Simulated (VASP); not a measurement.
# LiAl16 in VASP: further runs

LiAl16 is run at these levels: PBE+D3(BJ); tasks: single point.

Everything below comes from runs of VASP 6.6.1. Logs are shortened: lines on timing, memory, paths and dates and some standing lists are left out, and cuts for length are marked.

## (1) The cell of the first run

The cell holds a slab with vacuum, 17 atoms: a = 8.100 Å, b = 5.728 Å, c = 15.296 Å, α = 90.00°, β = 90.00°, γ = 90.00°.

## (2) Single point, PBE+D3(BJ)

The input, INCAR:

```
PREC = Accurate
ENCUT = 520
EDIFF = 1E-6
ISMEAR = 0
SIGMA = 0.05
LREAL = Auto
LASPH = True
NELM = 60
ALGO = Normal
ISIF = 2
LWAVE = False
LCHARG = True
GGA = PE
IVDW = 12
LELF = True
LVHAR = True
NBANDS = 40
```

The input, KPOINTS:

```
Automatic mesh
0
Gamma
  2 3 1
```

The input, POSCAR:

```
LiAl16
1.0
    8.1000000000      0.0000000000      0.0000000000
    0.0000000000      5.7275650000      0.0000000000
    0.0000000000      0.0000000000     15.2956740000
Al Li
16 1
Direct
    0.2500000000      0.2499999564      0.0653780278
    0.7500000000      0.2499999564      0.0653780278
    0.2500000000      0.7500000436      0.0653780278
    0.7500000000      0.7500000436      0.0653780278
   -0.0012472840     -0.0003820123      0.1485153253
    0.5012471605     -0.0003821868      0.1485151292
   -0.0012411111      0.5001624600      0.1484878666
    0.5012411111      0.5001626346      0.1484876051
    0.2499997531      0.2496511170      0.2421602997
    0.7500006173      0.2498707566      0.2413845248
    0.2500002469      0.7497903559      0.2418731597
    0.7500001235      0.7497564846      0.2384058395
    0.0034191358      0.0012438095      0.3249104289
    0.4965813580      0.0012436349      0.3249101020
    0.0035614815      0.4981378649      0.3248855199
    0.4964391358      0.4981378649      0.3248851277
    0.7500014815      0.7489631283      0.4176364507
```

Potentials or basis: VASP PAW PBE potentials, release 64 (Al, Li_sv).

Started as:

```console
$ cat potpaw_PBE.64/Al/POTCAR potpaw_PBE.64/Li_sv/POTCAR > POTCAR
$ mpirun -np 1 vasp_std > vasp.out
```

OUTCAR:

```text
PREC = Accurate
   ENCUT = 520
   EDIFF = 1E-6
   ISMEAR = 0
   LREAL = Auto
   LASPH = True
   NELM = 60
   ISIF = 2
   GGA = PE
   IVDW = 12
 IVDW          = 12

 ion  position               nearest neighbor table
   1  0.250  0.250  0.065-   9 2.70   8 2.79   7 2.79   6 2.80   5 2.80   3 2.86   3 2.86
   2  0.750  0.250  0.065-  10 2.69   8 2.78   7 2.78   6 2.78   5 2.78   4 2.86   4 2.86
   3  0.250  0.750  0.065-  11 2.70   6 2.79   5 2.79   8 2.79   7 2.79   1 2.86   1 2.86
   4  0.750  0.750  0.065-  12 2.65   6 2.78   5 2.78   8 2.78   7 2.78   2 2.86   2 2.86
   5  0.999  1.000  0.149-  13 2.70   4 2.78   2 2.78   3 2.79   1 2.80  12 2.83  10 2.85   7 2.86
                             7 2.87  11 2.87   9 2.87
   6  0.501  1.000  0.149-  14 2.70   4 2.78   2 2.78   3 2.79   1 2.80  12 2.83  10 2.85   8 2.86
                             8 2.87  11 2.87   9 2.87
   7  0.999  0.500  0.148-  15 2.70   4 2.78   2 2.78   3 2.79   1 2.79  12 2.83  10 2.85   5 2.86
                             5 2.87  11 2.87   9 2.87
   8  0.501  0.500  0.148-  16 2.70   4 2.78   2 2.78   3 2.79   1 2.79  12 2.83  10 2.85   6 2.86
                             6 2.87  11 2.87   9 2.87
   9  0.250  0.250  0.242-   1 2.70  15 2.76  16 2.76  13 2.76  14 2.76  11 2.86  11 2.86   5 2.87
                             6 2.87   7 2.87   8 2.87
  10  0.750  0.250  0.241-   2 2.69  15 2.81  16 2.81  13 2.81  14 2.81   5 2.85   6 2.85   7 2.85
                             8 2.85  12 2.86  12 2.86
  11  0.250  0.750  0.242-   3 2.70  16 2.77  15 2.77  14 2.77  13 2.77   9 2.86   9 2.86   8 2.87
                             7 2.87   6 2.87   5 2.87
  12  0.750  0.750  0.238-   4 2.65  17 2.74   7 2.83   8 2.83   5 2.83   6 2.83  14 2.84  13 2.84
                            16 2.84  15 2.84  10 2.86  10 2.86
  13  0.003  0.001  0.325-   5 2.70   9 2.76  11 2.77  10 2.81  12 2.84  15 2.85  15 2.88  17 2.88

  14  0.497  0.001  0.325-   6 2.70   9 2.76  11 2.77  10 2.81  12 2.84  16 2.85  16 2.88  17 2.88

  15  0.004  0.498  0.325-   7 2.70   9 2.76  11 2.77  10 2.81  12 2.84  13 2.85  17 2.88  13 2.88

  16  0.496  0.498  0.325-   8 2.70   9 2.76  11 2.77  10 2.81  12 2.84  14 2.85  17 2.88  14 2.88

  17  0.750  0.749  0.418-  12 2.74  15 2.88  16 2.88  13 2.88  14 2.88

  LATTYP: Found a simple orthorhombic cell.
 ALAT       =     5.7275650000
 B/A-ratio  =     1.4142135445
 C/A-ratio  =     2.6705369559

  Lattice vectors:

 A1 = (   0.0000000000,  -5.7275650000,   0.0000000000)
 A2 = (   8.1000000000,   0.0000000000,   0.0000000000)
 A3 = (   0.0000000000,   0.0000000000,  15.2956740000)

Analysis of symmetry for initial positions (statically):
=====================================================================
 Subroutine PRICEL returns:
 Original cell was already a primitive cell.

 Routine SETGRP: Setting up the symmetry group for a
 simple orthorhombic supercell.

 Subroutine GETGRP returns: Found  2 space group operations
 (whereof  1 operations were pure point group operations)
 out of a pool of  8 trial point group operations.

The static configuration has the point symmetry C_1 .
 The point group associated with its full space group is C_1h.

Analysis of symmetry for dynamics (positions and initial velocities):
=====================================================================
 Subroutine PRICEL returns:
 Original cell was already a primitive cell.

 Routine SETGRP: Setting up the symmetry group for a
 simple orthorhombic supercell.

 Subroutine GETGRP returns: Found  2 space group operations
 (whereof  1 operations were pure point group operations)
 out of a pool of  8 trial point group operations.

The dynamic configuration has the point symmetry C_1 .
 The point group associated with its full space group is C_1h.

 Subroutine INISYM returns: Found  2 space group operations
 (whereof  1 operations are pure point group operations),
 and found     1 'primitive' translations

----------------------------------------------------------------------------------------

                                     Primitive cell

  volume of cell :     709.6164

  direct lattice vectors                    reciprocal lattice vectors
     8.100000000  0.000000000  0.000000000     0.123456790  0.000000000  0.000000000
     0.000000000  5.727565000  0.000000000     0.000000000  0.174594265  0.000000000
     0.000000000  0.000000000 15.295674000     0.000000000  0.000000000  0.065377962

  length of vectors
     8.100000000  5.727565000 15.295674000     0.123456790  0.174594265  0.065377962

  position of ions in fractional coordinates (direct lattice)
     0.250000000  0.249999956  0.065378028
     0.750000000  0.249999956  0.065378028
     0.250000000  0.750000044  0.065378028
     0.750000000  0.750000044  0.065378028
     0.998752716  0.999617988  0.148515325
     0.501247161  0.999617813  0.148515129
[... 9 lines left out ...]
     0.496439136  0.498137865  0.324885128
     0.750001482  0.748963128  0.417636451

  ion indices of the primitive-cell ions
   primitive index   ion index
                 1           1
                 2           2
                 3           3
                 4           4
                 5           5
                 6           6
[... 9 lines left out ...]
                16          16
                17          17

----------------------------------------------------------------------------------------

 KPOINTS: Automatic mesh

Automatic generation of k-mesh.
 Grid dimensions read from file:
 generate k-points for:    2    3    1

 Generating k-lattice:

  Cartesian coordinates                     Fractional coordinates (reciprocal lattice)
     0.061728395  0.000000000  0.000000000     0.500000000  0.000000000  0.000000000
     0.000000000  0.058198088  0.000000000     0.000000000  0.333333333  0.000000000
     0.000000000  0.000000000  0.065377962     0.000000000  0.000000000  1.000000000

  Length of vectors
     0.061728395  0.058198088  0.065377962

  Shift w.r.t. Gamma in fractional coordinates (k-lattice)
     0.000000000  0.000000000  0.000000000

 Subroutine IBZKPT returns following result:
 ===========================================

 Found      4 irreducible k-points:

 Following reciprocal coordinates:
            Coordinates               Weight
  0.000000  0.000000  0.000000      1.000000
  0.500000  0.000000  0.000000      1.000000
  0.000000  0.333333  0.000000      2.000000
  0.500000  0.333333  0.000000      2.000000
   k-points           NKPTS =      4   k-points in BZ     NKDIM =      4   number of bands    NBANDS=     40
   number of dos      NEDOS =    301   number of ions     NIONS =     17
   total plane-waves  NPLWV = 345600
   dimension x,y,z NGX =    60 NGY =   48 NGZ =  120
   dimension x,y,z NGXF=   120 NGYF=   96 NGZF=  240
   ions per type =              16   1
   NGX,Y,Z   is equivalent  to a cutoff of  12.31, 13.93, 13.04 a.u.
   NGXF,Y,Z  is equivalent  to a cutoff of  24.63, 27.86, 26.09 a.u.
 SYSTEM =  unknown system
   PREC   = accura    normal or accurate (medium, high low for compatibility)
   ISTART =      0    job   : 0-new  1-cont  2-samecut
   ICHARG =      2    charge: 1-file 2-atom 10-const
   ISPIN  =      1    spin polarized calculation?
   LNONCOLLINEAR =      F non collinear calculations
   LSORBIT =      F    spin-orbit coupling
   LASPH  =      T    aspherical Exc in radial PAW
   ENCUT  =  520.0 eV  38.22 Ry    6.18 a.u.  15.06 10.65 28.44*2*pi/ulx,y,z
   NELM   =     60;   NELMIN=  2; NELMDL= -5     # of ELM steps
   EDIFF  = 0.1E-05   stopping-criterion for ELM
   LREAL  =      T    real-space projection
   EDIFFG = 0.1E-04   stopping-criterion for IOM
   NSW    =      0    number of steps for IOM
   IBRION =     -1    ionic relax: 0-MD 1-quasi-New 2-CG
   NFREE  =      0    steps in history (QN), initial steepest desc. (CG)
   ISIF   =      2    stress and relaxation
   ISYM   =      2    0-nonsym 1-usesym 2-fastsym
   POTIM  = 0.5000    time-step for ionic-motion
   TEBEG  =    0.0;   TEEND  =   0.0 temperature during run
   PSTRESS=    0.0 pullay stress
   NELECT =      51.0000    total number of electrons
   NUPDOWN=      -1.0000    fix difference up-down
   EMIN   =  10.00;   EMAX   =-10.00  energy-range for DOS
   EFERMI =   0.00;   METHOD = LEGACY
   ISMEAR =     0;   SIGMA  =   0.05  broadening in eV -4-tet -1-fermi 0-gaus
   EFERMI_NEDOS =   21; number of points for ismear=-14 and -15
   IALGO  =     38    algorithm
   IMIX   =      4    mixing-type and parameters
     AMIX     =   0.40;   BMIX     =  1.00
     AMIX_MAG =   1.60;   BMIX_MAG =  1.00
  volume/ion in A,a.u.               =      41.74       281.69
  Fermi-wavevector in a.u.,A,eV,Ry     =   0.680650  1.286241  6.303362  0.463284
  Thomas-Fermi vector in A             =   1.759202
   LORBIT       =      0    0 simple, 1 ext, 2 COOP (PROOUT), +10 PAW based schemes
   GGA     = PE    functional components
   LHFCALC =     F    Hartree Fock is set to
   AEXX    =    0.0000 exact exchange contribution
   IVDW    =    12    specifies the selected vdW correction
   LEPSILON=     F    determine dielectric tensor
   LRPA    =     F    only Hartree local field effects (RPA)
 non-spin polarized calculation
 Gauss-broadening in eV      SIGMA  =   0.05
  energy-cutoff  :      520.00
  volume of cell :      709.62
 maximum number of plane-waves:     19139
   NGX = 31   NGY = 21   NGZ = 57

 number of electron      50.9999997 magnetization

 Free energy of the ion-electron system (eV)
  ---------------------------------------------------
  ext. energy  EPLUGINS =         0.00000000
  ---------------------------------------------------
  free energy    TOTEN  =       -56.96236575 eV

  energy without entropy =      -56.95123005  energy(sigma->0) =      -56.95679790

 E-fermi :   0.6328     XC(G=0):  -5.1688

 val. band max:        0.5925906076   @ k =   0.0000   0.3333   0.0000
 cond. band min:       0.6707134269   @ k =   0.0000   0.3333   0.0000
 fundamental gap:      0.0781228193
 Fermi energy:         0.6328409345

 k-point     1 :       0.0000    0.0000    0.0000
  band No.  band energies     occupation
      1     -46.5956      2.00000
      2      -9.5832      2.00000
      3      -7.3973      2.00000
      4      -7.3785      2.00000
      5      -7.0400      2.00000
      6      -5.1833      2.00000
[... 149 lines left out ...]
     36       3.1720      0.00000
     37       3.3478      0.00000
 [bands above 37 left out]

------------------------ aborting loop because EDIFF is reached ----------------------------------------

 Edisp (eV)   -3.55036

 E8    (eV) :    -1.6617

  FORCE on cell =-STRESS in cart. coord.  units (eV):
  Direction    XX          YY          ZZ          XY          YZ          ZX
  --------------------------------------------------------------------------------------
  -------------------------------------------------------------------------------------
  Total       3.82399   -16.89203    -0.21505     0.00000     0.01444     0.00000
  in kB       8.63383   -38.13894    -0.48553     0.00000     0.03259     0.00000
  external pressure =      -10.00 kB  Pullay stress =        0.00 kB

 VOLUME and BASIS-vectors are now :
 -----------------------------------------------------------------------------
  energy-cutoff  :      520.00
  volume of cell :      709.62
      direct lattice vectors                 reciprocal lattice vectors
     8.100000000  0.000000000  0.000000000     0.123456790  0.000000000  0.000000000
     0.000000000  5.727565000  0.000000000     0.000000000  0.174594265  0.000000000
     0.000000000  0.000000000 15.295674000     0.000000000  0.000000000  0.065377962

 POSITION                                       TOTAL-FORCE (eV/Angst)
 -----------------------------------------------------------------------------------
      2.02500      1.43189      1.00000         0.000000     -0.001970      0.070457
      6.07500      1.43189      1.00000         0.000000     -0.001741      0.042887
      2.02500      4.29567      1.00000         0.000000     -0.000639      0.012931
      6.07500      4.29567      1.00000         0.000000     -0.000319     -0.109945
      8.08990      5.72538      2.27164         0.002602     -0.001065     -0.000221
      4.06010      5.72538      2.27164        -0.002602     -0.001065     -0.000221
[... 9 lines left out ...]
      4.02116      2.85312      4.96934        -0.000376     -0.002594     -0.005864
      6.07501      4.28973      6.38803         0.000000      0.001841      0.005127
 -----------------------------------------------------------------------------------
    total drift:                               -0.003425      0.002947     -0.009985

  FREE ENERGIE OF THE ION-ELECTRON SYSTEM (eV)
  ---------------------------------------------------
  free  energy   TOTEN  =       -60.5127226533 eV

  energy  without entropy=      -60.5015869568  energy(sigma->0) =      -60.50715481
```

Run time: 2.1 min. Hardware: 1 thread of Intel Xeon 6975P-C (Granite Rapids), shared host; peak memory 0.66 GiB.

What came out:

```yaml
Free_energy: -60.5127 eV
Largest_force: 0.110 eV/Å
Dispersion_energy_per_atom: -0.209 eV
```

Forces in eV/Å, atoms in the order of the input:
```
Al   0.000 -0.002  0.070
Al   0.000 -0.002  0.043
Al   0.000 -0.001  0.013
Al   0.000  0.000 -0.110
Al   0.003 -0.001  0.000
Al  -0.003 -0.001  0.000
Al   0.004  0.001  0.001
Al  -0.004  0.001  0.001
Al   0.000  0.001 -0.002
Al   0.000  0.000 -0.001
Al   0.000  0.000  0.003
Al   0.000  0.002  0.000
Al  -0.002  0.003 -0.005
Al   0.002  0.003 -0.005
Al   0.000 -0.003 -0.006
Al   0.000 -0.003 -0.006
Li   0.000  0.002  0.005
```

Caveat: the k points lie up to 0.39 Å⁻¹ apart; the cutoff is under 1.25 times the usual one of these potentials, so pressure, stress and relaxed cells hold a basis-set (Pulay) error.

(Part 1 of 2 ends here.)
